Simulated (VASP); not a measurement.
## Ir: single point with revPBE

Ir:

```
Ir
1.0
     2.75661    0.00000    0.00000
    -1.37830    2.38729    0.00000
     0.00000    0.00000    4.47030
Ir
2
Direct
  0.33333 0.66667 0.25000
  0.66667 0.33333 0.75000
```

- Program: VASP 6.6.1
- Task: single point
- Functional: revPBE
- Potentials or basis: VASP PAW PBE potentials, release 64 (Ir)
- Cutoff: 520 eV
- k mesh: 13 × 13 × 7
- Occupations: fermi-dirac, width 0.1 eV
- Spin: no spin polarisation

- Pressure: 0.4 GPa
- Band gap on the k mesh: zero (band 9 reaches 10.81 eV, above the bottom of band 10 at 7.63 eV)

Levels at points of the mesh, in eV from the Fermi level:
| k point | band 5 | band 6 | band 7 | band 8 | band 9 | band 10 | band 11 | band 12 | band 13 | band 14 |
| --- | --- | --- | --- | --- | --- | --- | --- | --- | --- | --- |
| (0.00, 0.00, 0.00) | -3.64 | -3.02 | -3.02 | -2.26 | -2.26 | -0.72 | 0.24 | 0.24 | 6.73 | 14.27 |

It took 24 s on 1 thread of Intel(R) Xeon(R) Platinum 8488C (Sapphire Rapids), on a shared host, peak memory 0.18 GiB.

Caveat: the PAW data sets were made with another functional, which shifts forces and pressure a little; spin-orbit coupling is left out, which moves the levels of the heavy elements.
